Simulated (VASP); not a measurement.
Crystal: Ti.

```
CELL_PARAMETERS angstrom
2.95000 0.00000 0.00000
-1.47500 2.55477 0.00000
0.00000 0.00000 4.68600
ATOMIC_POSITIONS crystal
Ti 0.33333 0.66667 0.25000
Ti 0.66667 0.33333 0.75000
```

Base run:

| Quantity | Value |
| --- | --- |
| Program | VASP 6.6.1 |
| Functional | PBE |
| Potentials or basis | VASP PAW PBE potentials, release 64 (Ti_sv) |
| Cutoff | 520 eV |
| k mesh | 14 × 14 × 8 |
| Occupations | gaussian, width 0.05 eV |
| Spin | no spin polarisation |

Its results: band gap on the k mesh zero (bands 12 and 13 overlap by 1.03 eV); pressure -1.9 GPa.

Question: The run is repeated on the same cell with these changes: occupations from gaussian, width 0.05 eV to fermi-dirac, width 0.15 eV. What comes out?

Answer: Band gap on the k mesh zero (bands 12 and 13 overlap by 1.03 eV); pressure -1.4 GPa.
